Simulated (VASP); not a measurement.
Wanted: the native input for a VASP 6.6.1 run.

```yaml
Task: single point
Functional: PBEsol
Potentials_or_basis: VASP PAW PBE potentials, release 64 (Ca_sv, F)
Cutoff: 600 eV
k_mesh: 6 × 6 × 6
Occupations: gaussian, width 0.01 eV
Spin: no spin polarisation
Dipole_correction: no
Further_INCAR_settings: ALGO = Normal; EDIFF = 1e-06; NBANDS = 19
```

The structure of CaF2 (Fluorite) lies in POSCAR:

```
CaF2
1.0
    0.0000000000      2.7126705887      2.7126705887
    2.7126705887      0.0000000000      2.7126705887
    2.7126705887      2.7126705887      0.0000000000
Ca F
1 2
Direct
    0.0000000000      0.0000000000      0.0000000000
    0.2500000000      0.2500000000      0.2500000000
    0.7500000000      0.7500000000      0.7500000000
```

These files were run (other wordings do the same):

INCAR

```
PREC = Accurate
ENCUT = 600
EDIFF = 1E-6
ISMEAR = 0
SIGMA = 0.01
LREAL = False
LASPH = True
NELM = 120
ALGO = Normal
ISIF = 2
LWAVE = False
LCHARG = False
GGA = PS
NBANDS = 19
GGA_COMPAT = False
```

KPOINTS

```
regular mesh
0
Gamma
  6 6 6
```

Potentials or basis: VASP PAW PBE potentials, release 64 (Ca_sv, F).

Run with:

```sh
$ cat potpaw_PBE.64/Ca_sv/POTCAR potpaw_PBE.64/F/POTCAR > POTCAR
$ mpirun -np 1 vasp_std > vasp.out
```

Results of the run:

| Quantity | Value |
| --- | --- |
| Pressure | 0.0 GPa |
| Band gap on the k mesh | 7.21 eV, indirect (least direct gap 7.47 eV) |

Caveat: the PAW data sets were made with another functional, which shifts forces and pressure a little.

Wall time 27 s on 1 thread of Intel Xeon 8259CL (shared host), peak memory 0.18 GiB.
